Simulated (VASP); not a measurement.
ZnCu:

```
Zn Cu
1.0
     2.94500    0.00000    0.00000
     0.00000    2.94500    0.00000
     0.00000    0.00000    2.94500
Zn Cu
1 1
Direct
  0.50000 0.50000 0.50000
  0.00000 0.00000 0.00000
```

| Quantity | Value |
| --- | --- |
| Program | VASP 6.6.1 |
| Task | relaxation of cell and atoms |
| Functional | PBE |
| Potentials or basis | VASP PAW PBE potentials, release 64 (Zn, Cu) |
| Cutoff | 600 eV |
| k mesh | 11 × 11 × 11 |
| Occupations | fermi-dirac, width 0.1 eV |
| Spin | no spin polarisation |

At the start: pressure 2.8 GPa; volume 12.77 Å³/atom.

Task: How do energy, volume and symmetry change on relaxing?

Result: Over 3 steps the energy falls by 2.5 meV/atom and the volume is 13.07 Å³/atom (+2.3 %); space group Pm-3m (No. 221, to 0.05 Å).

The path:
```
step  energy change (eV)  largest force (eV/Å)  pressure (GPa)  volume (Å³)
   1              0.0000                0.0000            2.83        25.54
   2             -0.0043                0.0000           -1.02        26.39
   3             -0.0051                0.0000            0.01        26.14
```

Final structure:
```
Zn Cu
1.0
     2.96767    0.00000    0.00000
     0.00000    2.96767    0.00000
     0.00000    0.00000    2.96767
Zn Cu
1 1
Direct
  0.50000 0.50000 0.50000
  0.00000 0.00000 0.00000
```
